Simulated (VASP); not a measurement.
# Cu3Au (Pm-3m) in VASP: notebook

Cu3Au is run at these levels: PBE; tasks: single point, relaxation of cell and atoms.

Program: VASP 6.6.1. These are calculated values, not measurements. Logs are shortened: lines on timing, memory, paths and dates and some standing lists are left out, and cuts for length are marked.

**1. The cell of the first run**

It takes space group Pm-3m (No. 221, cubic). The conventional cell has a = 3.781 Å, b = 3.781 Å, c = 3.781 Å, α = 90.00°, β = 90.00°, γ = 90.00°. Cu (site symmetry 4/mmm) has 8 Cu at 2.67 Å and 4 Au at 2.67 Å within 3.5 Å. Within 3.5 Å of Au (site symmetry m-3m) lie 12 Cu at 2.67 Å.

**2. Single point, PBE**

File INCAR:

```
SYSTEM = Cu3Au
ALGO = Normal
EDIFF = 1E-6
ENCUT = 600
GGA = PE
GGA_COMPAT = .FALSE.
ISIF = 2
ISMEAR = 0
LASPH = .TRUE.
LCHARG = .TRUE.
LELF = .TRUE.
LREAL = .FALSE.
LVHAR = .TRUE.
LWAVE = .FALSE.
NBANDS = 54
NELM = 120
PREC = Accurate
SIGMA = 0.1
```

File KPOINTS:

```
k-points
0
G
  8 8 8
  0 0 0
```

File POSCAR:

```
Cu3Au
1.0
   -3.7806998538      3.7806998538      0.0000000000
    0.0000000000      3.7806998538     -3.7806998538
   -3.7806998538      0.0000000000     -3.7806998538
Cu Au
6 2
Direct
    0.0000000000      0.5000000000      0.0000000000
    0.5000000000      0.0000000000      0.5000000000
    0.5000000000      0.0000000000      0.0000000000
    0.0000000000      0.5000000000      0.5000000000
    0.0000000000      0.0000000000      0.5000000000
    0.5000000000      0.5000000000      0.0000000000
    0.0000000000      0.0000000000      0.0000000000
    0.5000000000      0.5000000000      0.5000000000
```

Potentials or basis: VASP PAW PBE potentials, release 64 (Cu, Au).

On the command line:

```sh
cat potpaw_PBE.64/Cu/POTCAR potpaw_PBE.64/Au/POTCAR > POTCAR
mpirun -np 1 vasp_std > vasp.out
```

OUTCAR:

```text
SYSTEM = Cu3Au
   EDIFF = 1E-6
   ENCUT = 600
   GGA = PE
   ISIF = 2
   ISMEAR = 0
   LASPH = .TRUE.
   LREAL = .FALSE.
   NELM = 120
   PREC = Accurate

 ion  position               nearest neighbor table
   1  0.000  0.500  0.000-   4 2.67   6 2.67   7 2.67   4 2.67   5 2.67   8 2.67   3 2.67   5 2.67
                             7 2.67   3 2.67   6 2.67   8 2.67
   2  0.500  0.000  0.500-   3 2.67   5 2.67   8 2.67   3 2.67   6 2.67   7 2.67   4 2.67   6 2.67
                             8 2.67   4 2.67   5 2.67   7 2.67
   3  0.500  0.000  0.000-   2 2.67   6 2.67   7 2.67   2 2.67   5 2.67   8 2.67   1 2.67   6 2.67
                             8 2.67   1 2.67   5 2.67   7 2.67
   4  0.000  0.500  0.500-   1 2.67   5 2.67   8 2.67   1 2.67   6 2.67   7 2.67   2 2.67   5 2.67
                             7 2.67   2 2.67   6 2.67   8 2.67
   5  0.000  0.000  0.500-   2 2.67   4 2.67   7 2.67   1 2.67   3 2.67   7 2.67   1 2.67   4 2.67
                             8 2.67   2 2.67   3 2.67   8 2.67
   6  0.500  0.500  0.000-   1 2.67   3 2.67   8 2.67   2 2.67   4 2.67   8 2.67   2 2.67   3 2.67
                             7 2.67   1 2.67   4 2.67   7 2.67
   7  0.000  0.000  0.000-   1 2.67   3 2.67   5 2.67   2 2.67   4 2.67   5 2.67   1 2.67   4 2.67
                             6 2.67   2 2.67   3 2.67   6 2.67
   8  0.500  0.500  0.500-   2 2.67   4 2.67   6 2.67   1 2.67   3 2.67   6 2.67   2 2.67   3 2.67
                             5 2.67   1 2.67   4 2.67   5 2.67

  LATTYP: Found a face centered cubic cell.
 ALAT       =     7.5613997076

  Lattice vectors:

 A1 = (  -3.7806998538,   3.7806998538,   0.0000000000)
 A2 = (   0.0000000000,   3.7806998538,  -3.7806998538)
 A3 = (  -3.7806998538,   0.0000000000,  -3.7806998538)

Analysis of symmetry for initial positions (statically):
=====================================================================
 Subroutine PRICEL returns following result:

  LATTYP: Found a simple cubic cell.
 ALAT       =     3.7806998538

  Lattice vectors:

 A1 = (   0.0000000000,   0.0000000000,   3.7806998538)
 A2 = (   0.0000000000,   3.7806998538,   0.0000000000)
 A3 = (  -3.7806998538,   0.0000000000,   0.0000000000)

   2 primitive cells build up your supercell.

 Routine SETGRP: Setting up the symmetry group for a
 face centered cubic supercell.

 Subroutine GETGRP returns: Found 48 space group operations
 (whereof 48 operations were pure point group operations)
 out of a pool of 48 trial point group operations.

The static configuration has the point symmetry O_h .

Analysis of symmetry for dynamics (positions and initial velocities):
=====================================================================
 Subroutine PRICEL returns following result:

  LATTYP: Found a simple cubic cell.
 ALAT       =     3.7806998538

  Lattice vectors:

 A1 = (   0.0000000000,   0.0000000000,   3.7806998538)
 A2 = (   0.0000000000,   3.7806998538,   0.0000000000)
 A3 = (  -3.7806998538,   0.0000000000,   0.0000000000)

   2 primitive cells build up your supercell.

 Routine SETGRP: Setting up the symmetry group for a
 face centered cubic supercell.

 Subroutine GETGRP returns: Found 48 space group operations
 (whereof 48 operations were pure point group operations)
 out of a pool of 48 trial point group operations.

The dynamic configuration has the point symmetry O_h .

 Subroutine INISYM returns: Found 48 space group operations
 (whereof 48 operations are pure point group operations),
 and found     2 'primitive' translations

----------------------------------------------------------------------------------------

                                     Primitive cell

  volume of cell :      54.0402

  direct lattice vectors                    reciprocal lattice vectors
     0.000000000  0.000000000  3.780699854     0.000000000  0.000000000  0.264501293
     0.000000000  3.780699854  0.000000000     0.000000000  0.264501293  0.000000000
    -3.780699854  0.000000000  0.000000000    -0.264501293  0.000000000  0.000000000

  length of vectors
     3.780699854  3.780699854  3.780699854     0.264501293  0.264501293  0.264501293

  position of ions in fractional coordinates (direct lattice)
     0.500000000  0.500000000  0.000000000
     0.000000000  0.500000000  0.500000000
     0.500000000  0.000000000  0.500000000
     0.000000000  0.000000000  0.000000000

  ion indices of the primitive-cell ions
   primitive index   ion index
                 1           1
                 2           4
                 3           6
                 4           7

----------------------------------------------------------------------------------------

 KPOINTS: k-points

Automatic generation of k-mesh.
 Grid dimensions read from file:
 generate k-points for:    8    8    8

 Generating k-lattice:

  Cartesian coordinates                     Fractional coordinates (reciprocal lattice)
    -0.016531331  0.016531331  0.016531331     0.125000000  0.000000000  0.000000000
     0.016531331  0.016531331 -0.016531331     0.000000000  0.125000000  0.000000000
    -0.016531331 -0.016531331 -0.016531331     0.000000000  0.000000000  0.125000000

  Length of vectors
     0.028633105  0.028633105  0.028633105

  Shift w.r.t. Gamma in fractional coordinates (k-lattice)
     0.000000000  0.000000000  0.000000000

 Subroutine IBZKPT returns following result:
 ===========================================

 Found     29 irreducible k-points:

 Following reciprocal coordinates:
            Coordinates               Weight
  0.000000  0.000000  0.000000      1.000000
  0.125000  0.000000  0.000000      8.000000
  0.250000  0.000000  0.000000      8.000000
  0.375000  0.000000  0.000000      8.000000
  0.500000  0.000000  0.000000      4.000000
  0.125000  0.125000  0.000000      6.000000
[... 16 lines left out ...]
  0.500000  0.250000  0.125000     48.000000
 -0.375000  0.250000  0.125000     24.000000
 [... further k-points ...]
   k-points           NKPTS =     29   k-points in BZ     NKDIM =     29   number of bands    NBANDS=     54
   number of dos      NEDOS =    301   number of ions     NIONS =      8
   total plane-waves  NPLWV = 110592
   dimension x,y,z NGX =    48 NGY =   48 NGZ =   48
   dimension x,y,z NGXF=    96 NGYF=   96 NGZF=   96
   ions per type =               6   2
   NGX,Y,Z   is equivalent  to a cutoff of  14.92, 14.92, 14.92 a.u.
   NGXF,Y,Z  is equivalent  to a cutoff of  29.85, 29.85, 29.85 a.u.
 SYSTEM =  Cu3Au
   PREC   = accura    normal or accurate (medium, high low for compatibility)
   ISTART =      0    job   : 0-new  1-cont  2-samecut
   ICHARG =      2    charge: 1-file 2-atom 10-const
   ISPIN  =      1    spin polarized calculation?
   LNONCOLLINEAR =      F non collinear calculations
   LSORBIT =      F    spin-orbit coupling
   LASPH  =      T    aspherical Exc in radial PAW
   ENCUT  =  600.0 eV  44.10 Ry    6.64 a.u.  10.68 10.68 10.68*2*pi/ulx,y,z
   NELM   =    120;   NELMIN=  2; NELMDL= -5     # of ELM steps
   EDIFF  = 0.1E-05   stopping-criterion for ELM
   LREAL  =      F    real-space projection
   EDIFFG = 0.1E-04   stopping-criterion for IOM
   NSW    =      0    number of steps for IOM
   IBRION =     -1    ionic relax: 0-MD 1-quasi-New 2-CG
   NFREE  =      0    steps in history (QN), initial steepest desc. (CG)
   ISIF   =      2    stress and relaxation
   ISYM   =      2    0-nonsym 1-usesym 2-fastsym
   POTIM  = 0.5000    time-step for ionic-motion
   TEBEG  =    0.0;   TEEND  =   0.0 temperature during run
   PSTRESS=    0.0 pullay stress
   NELECT =      88.0000    total number of electrons
   NUPDOWN=      -1.0000    fix difference up-down
   EMIN   =  10.00;   EMAX   =-10.00  energy-range for DOS
   EFERMI =   0.00;   METHOD = LEGACY
   ISMEAR =     0;   SIGMA  =   0.10  broadening in eV -4-tet -1-fermi 0-gaus
   EFERMI_NEDOS =   21; number of points for ismear=-14 and -15
   IALGO  =     38    algorithm
   IMIX   =      4    mixing-type and parameters
     AMIX     =   0.40;   BMIX     =  1.00
     AMIX_MAG =   1.60;   BMIX_MAG =  1.00
  volume/ion in A,a.u.               =      13.51        91.17
  Fermi-wavevector in a.u.,A,eV,Ry     =   1.528693  2.888810 31.795473  2.336901
  Thomas-Fermi vector in A             =   2.636416
   LORBIT       =      0    0 simple, 1 ext, 2 COOP (PROOUT), +10 PAW based schemes
   GGA     = PE    functional components
   LHFCALC =     F    Hartree Fock is set to
   AEXX    =    0.0000 exact exchange contribution
   IVDW    =     0    specifies the selected vdW correction
   LEPSILON=     F    determine dielectric tensor
   LRPA    =     F    only Hartree local field effects (RPA)
 non-spin polarized calculation
 Gauss-broadening in eV      SIGMA  =   0.10
  energy-cutoff  :      600.00
  volume of cell :      108.08
 maximum number of plane-waves:      3695
 NGX is ok and might be reduce to    48
   NGX = 21   NGY = 21   NGZ = 21

 number of electron      87.9999954 magnetization

 Free energy of the ion-electron system (eV)
  ---------------------------------------------------
  ext. energy  EPLUGINS =         0.00000000
  ---------------------------------------------------
  free energy    TOTEN  =       -29.18884712 eV

  energy without entropy =      -29.17999361  energy(sigma->0) =      -29.18442037

 E-fermi :   7.9318     XC(G=0): -12.5470

 val. band max:        7.9174568444   @ k =   0.5000   0.2500   0.0000
 cond. band min:       8.0071604931   @ k =  -0.2500   0.2500   0.0000
 fundamental gap:      0.0897036486
 Fermi energy:         7.9317848866

 k-point     1 :       0.0000    0.0000    0.0000
  band No.  band energies     occupation
      1      -1.4997      2.00000
      2       1.6524      2.00000
      3       1.6524      2.00000
      4       1.6524      2.00000
      5       1.7169      2.00000
      6       1.7169      2.00000
[... 46 lines left out ...]
     53      13.7295      0.00000
     54      15.2402      0.00000

 k-point     2 :       0.1250    0.0000    0.0000
  band No.  band energies     occupation
      1      -1.3612      2.00000
      2       1.6670      2.00000
      3       1.7204      2.00000
      4       1.7204      2.00000
      5       1.7760      2.00000
      6       1.7760      2.00000
[... 46 lines left out ...]
     53      14.2586      0.00000
     54      15.5481      0.00000

 k-point     3 :       0.2500    0.0000    0.0000
  band No.  band energies     occupation
      1      -0.9546      2.00000
      2       1.6136      2.00000
      3       1.9042      2.00000
      4       1.9042      2.00000
      5       1.9426      2.00000
      6       1.9426      2.00000
[... 46 lines left out ...]
     53      15.6151      0.00000
     54      16.3105      0.00000
[... 1084 lines left out ...]
 k-point    23 :       0.5000    0.2500    0.1250
  band No.  band energies     occupation
      1       0.0087      2.00000
      2       1.4707      2.00000
      3       1.9624      2.00000
      4       2.1298      2.00000
      5       2.3003      2.00000
      6       2.3249      2.00000
[... 46 lines left out ...]
     53      15.8871      0.00000
     54      16.1774      0.00000

 k-point    24 :      -0.3750    0.2500    0.1250
  band No.  band energies     occupation
      1       0.7673      2.00000
      2       0.7673      2.00000
      3       2.1142      2.00000
      4       2.1142      2.00000
      5       2.4531      2.00000
      6       2.4531      2.00000
[... 46 lines left out ...]
     53      17.1475      0.00000
     54      17.1604      0.00000

 [... further k-points ...]
[... 5 lines left out ...]
  --------------------------------------------------------------------------------------
  -------------------------------------------------------------------------------------
  Total        0.1906924      0.1906924      0.1906924     -0.0000000     -0.0000000      0.0000000
  in kB        2.8268153      2.8268153      2.8268153     -0.0000000     -0.0000000      0.0000000
  external PRESSURE =       2.8268153 kB  Pullay stress =       0.0000000 kB

 VOLUME and BASIS-vectors are now :
 -----------------------------------------------------------------------------
  energy-cutoff  :      600.00
  volume of cell :      108.08
      direct lattice vectors                 reciprocal lattice vectors
    -3.780699854  3.780699854  0.000000000    -0.132250647  0.132250647  0.132250647
     0.000000000  3.780699854 -3.780699854     0.132250647  0.132250647 -0.132250647
    -3.780699854  0.000000000 -3.780699854    -0.132250647 -0.132250647 -0.132250647

 POSITION                                       TOTAL-FORCE (eV/Angst)
 -----------------------------------------------------------------------------------
      0.00000      1.89035     -1.89035        -0.000000      0.000000     -0.000000
     -3.78070      1.89035     -1.89035         0.000000      0.000000      0.000000
     -1.89035      1.89035      0.00000         0.000000      0.000000     -0.000000
     -1.89035      1.89035     -3.78070        -0.000000     -0.000000      0.000000
     -1.89035      0.00000     -1.89035         0.000000      0.000000      0.000000
     -1.89035      3.78070     -1.89035         0.000000     -0.000000      0.000000
      0.00000      0.00000      0.00000        -0.000000      0.000000      0.000000
     -3.78070      3.78070     -3.78070         0.000000      0.000000      0.000000
 -----------------------------------------------------------------------------------
    total drift:                               -0.000000      0.000000     -0.000000

  FREE ENERGIE OF THE ION-ELECTRON SYSTEM (eV)
  ---------------------------------------------------
  free  energy   TOTEN  =       -29.1888471226 eV

  energy  without entropy=      -29.1799936109  energy(sigma->0) =      -29.18442037
```

It took 4.9 min on 1 thread of Intel Xeon Platinum 8175M at 2.50GHz (Skylake/Cascade Lake), shared host; peak memory 0.42 GiB.

What came out:

```
Free energy            : -29.1888 eV
Pressure               : 0.3 GPa
Band gap on the k mesh : zero (band 44 reaches 8.86 eV, above the bottom of band 45 at 6.96 eV)
```

Caveat: spin-orbit coupling is left out, which moves the levels of the heavy elements.

(Part 1 of 2 ends here.)
